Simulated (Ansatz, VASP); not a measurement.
CoO in VASP and in Ansatz

The input INCAR:

```
SYSTEM = CoO
PREC     = Accurate       ! precision mode
ENCUT    = 520            ! plane-wave cutoff, eV
EDIFF    = 1E-6           ! SCF threshold, eV
ISMEAR   = 0              ! smearing method
SIGMA    = 0.05           ! smearing width, eV
LREAL    = .False.        ! projectors in reciprocal space
LASPH    = .True.         ! aspherical terms in the spheres
NELM     = 150            ! most SCF steps
ALGO     = Normal         ! electronic algorithm
ISIF     = 2              ! what is computed and relaxed
LWAVE    = .False.        ! write WAVECAR
LCHARG   = .True.         ! write CHGCAR
MAGMOM   = 2.87 0 0 0.62 0 0 ! initial moments
LORBIT   = 11             ! projections on sites
LSORBIT  = .True.         ! spin-orbit coupling
GGA_COMPAT= .False.      
LORBMOM  = .True.       
LMAXMIX  = 4              ! l up to which the mixer works
LDAU     = .True.         ! DFT+U
LDAUTYPE = 2            
LDAUL    = 2 -1           ! shell
LDAUU    = 4 0            ! U, eV
LDAUJ    = 0 0          
LDAUPRINT= 1            
GGA      = CA             ! functional
LVHAR    = .True.       
NBANDS   = 27             ! bands
```

The input KPOINTS:

```
Automatic mesh
0
Gamma
  8 8 8
  0 0 0
```

File POSCAR:

```
CoO
1.0
    0.0000000000      2.1315016600      2.1315016600
    2.1315016600      0.0000000000      2.1315016600
    2.1315016600      2.1315016600      0.0000000000
Co O
1 1
Direct
    0.0000000000      0.0000000000      0.0000000000
    0.5000000000      0.5000000000      0.5000000000
```

Input for Ansatz:

```yaml
crystal:
  lattice:
    - [0.0, 2.13150166, 2.13150166]
    - [2.13150166, 0.0, 2.13150166]
    - [2.13150166, 2.13150166, 0.0]
  atoms:
    - { symbol: Co, position: [0.0, 0.0, 0.0], spin: 1.0, spin_axis: [1.0, 0.0, 0.0] }
    - { symbol: O, position: [0.5, 0.5, 0.5] }
basis:
  ecutwfc: 420
  ecutrho_ratio: 4
kpoints:
  mp_grid: { grid: [8, 8, 8] }
hamiltonian:
  xc: lda
  hubbard:
    sites:
      - { site: 0, l: d, u_eff: 4.0, starting_ns: [{ occupation_matrix: s0 }] }
    occupation_matrices:
      s0:
        spinor_matrix:
          - [[0.495, 0.0], [0.0, 0.0], [0.0, 0.0], [0.0, 0.0], [0.0, 0.0], [-0.475, 0.0], [0.0, 0.0], [0.0, 0.0], [0.0, 0.0], [0.0, 0.0]]
          - [[0.0, 0.0], [0.97, 0.0], [0.0, 0.0], [0.0, 0.0], [0.0, 0.0], [0.0, 0.0], [0.0, 0.0], [0.0, 0.0], [0.0, 0.0], [0.0, 0.0]]
          - [[0.0, 0.0], [0.0, 0.0], [0.495, 0.0], [0.0, 0.0], [0.0, 0.0], [0.0, 0.0], [0.0, 0.0], [0.475, 0.0], [0.0, 0.0], [0.0, 0.0]]
          - [[0.0, 0.0], [0.0, 0.0], [0.0, 0.0], [0.495, 0.0], [0.0, 0.0], [0.0, 0.0], [0.0, 0.0], [0.0, 0.0], [0.475, 0.0], [0.0, 0.0]]
          - [[0.0, 0.0], [0.0, 0.0], [0.0, 0.0], [0.0, 0.0], [0.97, 0.0], [0.0, 0.0], [0.0, 0.0], [0.0, 0.0], [0.0, 0.0], [0.0, 0.0]]
          - [[-0.475, 0.0], [0.0, 0.0], [0.0, 0.0], [0.0, 0.0], [0.0, 0.0], [0.495, 0.0], [0.0, 0.0], [0.0, 0.0], [0.0, 0.0], [0.0, 0.0]]
          - [[0.0, 0.0], [0.0, 0.0], [0.0, 0.0], [0.0, 0.0], [0.0, 0.0], [0.0, 0.0], [0.97, 0.0], [0.0, 0.0], [0.0, 0.0], [0.0, 0.0]]
          - [[0.0, 0.0], [0.0, 0.0], [0.475, 0.0], [0.0, 0.0], [0.0, 0.0], [0.0, 0.0], [0.0, 0.0], [0.495, 0.0], [0.0, 0.0], [0.0, 0.0]]
          - [[0.0, 0.0], [0.0, 0.0], [0.0, 0.0], [0.475, 0.0], [0.0, 0.0], [0.0, 0.0], [0.0, 0.0], [0.0, 0.0], [0.495, 0.0], [0.0, 0.0]]
          - [[0.0, 0.0], [0.0, 0.0], [0.0, 0.0], [0.0, 0.0], [0.0, 0.0], [0.0, 0.0], [0.0, 0.0], [0.0, 0.0], [0.0, 0.0], [0.97, 0.0]]
    ns_hold: { iters: 5 }
scf:
  occupations: { method: gaussian, width: 0.05 }
  lower_state_search: "off"
  max_iter: 150
output:
  forces: true
  stress: true
  eigenvalues: true
  populations: true
  hubbard: { sites: [{ site: 0, l: d }] }
magnetization:
  noncollinear: true
  spin_orbit: true
```

Alike in both runs: task single point; functional LDA; k mesh 8 × 8 × 8; occupations gaussian, width 0.05 eV; non-collinear spin, spin-orbit coupling; Hubbard terms Co d U = 4.0 eV.

```csv
,VASP,Ansatz
version,VASP 6.6.1,Ansatz 0.2.0
potentials or method,"VASP PAW LDA potentials, release 64 (Co, O), cutoff 520 eV","plane waves, PAW"
valence electrons in the cell,15,23
```

VASP gave:

| Quantity | Value |
| --- | --- |
| pressure (GPa) | -13.6 |
| traceless stress, the component that is largest in VASP (GPa) | -4.53 |
| net moment per atom (μB) | 1.50 |

Problem. What did Ansatz give for the same quantities?

Solution. Pressure (GPa): -8.9; traceless stress, the component that is largest in VASP (GPa): -4.77; net moment per atom (μB): 1.49.

LDA's correlation is that of Perdew and Zunger in VASP and of Perdew and Wang (1992) in Ansatz. The programs project onto different local orbitals, so the same U acts differently, and such runs can settle in different states. VASP's potentials hold 15 valence electrons a cell and Ansatz's 23, so a difference there can come from the potentials and not from the codes. Ansatz's warnings: specified occupation not kept, stress scf threshold loose, symmetry narrowed by occupation matrices.
